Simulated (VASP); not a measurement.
Here is a VASP 6.6.1 calculation.

File POSCAR:

```
RuSe
1.0
    0.0000000000      2.6776164100      2.6776164100
    2.6776164100      0.0000000000      2.6776164100
    2.6776164100      2.6776164100      0.0000000000
Ru Se
1 1
Direct
    0.5000000000      0.5000000000      0.5000000000
    0.0000000000      0.0000000000      0.0000000000
```

Contents of INCAR.step1:

```
  ALGO = Normal
  EDIFF = 1E-4
  ENCUT = 520
  GGA = PE
  ISMEAR = 0
  ISPIN = 2
  LASPH = T
  LCHARG = F
  LDAU = T
  LDAUJ = 0 0
  LDAUL = 2 -1
  LDAUTYPE = 2
  LDAUU = 4 0
  LMAXMIX = 4
  LREAL = F
  LWAVE = T
  MAGMOM = 2.2 -0.23
  NBANDS = 21
  NELM = 150
  PREC = Accurate
  SIGMA = 0.05
```

Contents of INCAR.step2:

```
  ALGO = Normal
  EDIFF = 1E-6
  ENCUT = 520
  ISIF = 2
  ISMEAR = 0
  ISPIN = 2
  ISTART = 1
  LASPH = T
  LCHARG = F
  LDAU = T
  LDAUJ = 0 0
  LDAUL = 2 -1
  LDAUPRINT = 1
  LDAUTYPE = 2
  LDAUU = 4 0
  LMAXMIX = 4
  LMIXTAU = T
  LORBIT = 11
  LREAL = F
  LWAVE = F
  MAGMOM = 2.2 -0.23
  METAGGA = R2SCAN
  NBANDS = 21
  NELM = 150
  PREC = Accurate
  SIGMA = 0.05
```

Contents of KPOINTS:

```
k-points
0
Gamma
  6 6 6
```

Potentials or basis: VASP PAW PBE potentials, release 64 (Ru_pv, Se).

Run with:

```bash
$ cat potpaw_PBE.64/Ru_pv/POTCAR potpaw_PBE.64/Se/POTCAR > POTCAR
$ cp INCAR.step1 INCAR
$ mpirun -np 1 vasp_std > vasp.out
$ cp INCAR.step2 INCAR
$ mpirun -np 1 vasp_std > vasp.out
```

**Question.** Predict the pressure.

**Answer.** -0.9 GPa.

**Question.** Predict the site moments.

**Answer.** Ru +2.45; Se -0.05 μB.

**Question.** What does it give for the net moment?

**Answer.** 2.44 μB per cell.

Eigenvalues of the final occupation matrices:
```
    site  spin  trace               eigenvalues
site 1 d     1   4.21  0.77 0.77 0.89 0.89 0.89
site 1 d     2   1.82  0.16 0.16 0.50 0.50 0.50
```

Caveat: the PAW data sets were made with another functional, which shifts forces and pressure a little. The state reached can hang on the start; a lower one may exist.
